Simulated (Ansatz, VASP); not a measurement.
SrO: VASP beside Ansatz

INCAR

```
SYSTEM = SrO
PREC = Accurate ; ENCUT = 520
EDIFF = 1E-8 ; ISMEAR = -1
SIGMA = 0.03 ; LREAL = .FALSE.
LASPH = .TRUE. ; NELM = 60
ALGO = Normal ; ISIF = 2
LWAVE = .FALSE. ; LCHARG = .FALSE.
GGA = PS ; LEFG = .TRUE.
NBANDS = 15
```

File KPOINTS:

```
Automatic mesh
0
G
  8 8 8
  0 0 0
```

File POSCAR:

```
SrO
1.0
    0.0000000000      2.6036170359      2.6036170359
    2.6036170359      0.0000000000      2.6036170359
    2.6036170359      2.6036170359      0.0000000000
Sr O
1 1
Direct
    0.0000000000      0.0000000000      0.0000000000
    0.5000000000      0.5000000000      0.5000000000
```

Input for Ansatz:

```yaml
crystal:
  lattice:
    - [0.0, 2.6036170359, 2.6036170359]
    - [2.6036170359, 0.0, 2.6036170359]
    - [2.6036170359, 2.6036170359, 0.0]
  atoms:
    - { symbol: Sr, position: [0.0, 0.0, 0.0] }
    - { symbol: O, position: [0.5, 0.5, 0.5] }
kpoints:
  mp_grid: { grid: [8, 8, 8] }
scf:
  occupations: { method: fermi_dirac, width: 0.03 }
hamiltonian:
  xc: pbesol
  pseudopotentials: { kind: all_electron, datasets: crystal }
output:
  forces: true
  stress: true
  eigenvalues: true
  efg: { contact_densities: true }
```

Change from the starting cell: volume scaled by 1.04, crystal datasets.

Alike in both runs: task electric field gradients; functional PBEsol; k mesh 8 × 8 × 8; occupations fermi-dirac, width 0.03 eV; no spin polarisation.

```csv
,VASP,Ansatz
version,VASP 6.6.1,Ansatz 0.2.0
potentials or method,"VASP PAW PBE potentials, release 64 (Sr_sv, O), cutoff 520 eV","all-electron PAW with datasets made for the crystal, scalar-relativistic"
```

Ansatz gave:

* gap on the k mesh at the Fermi level (eV): 3.22
* pressure (GPa): -4.1

Task: What did VASP give for the same quantities?

Result: gap on the k mesh at the Fermi level (eV): 3.18; pressure (GPa): -3.6.

VASP's potentials were made for PBE, not for PBEsol. Ansatz ran all-electron here, and VASP with PAW potentials.
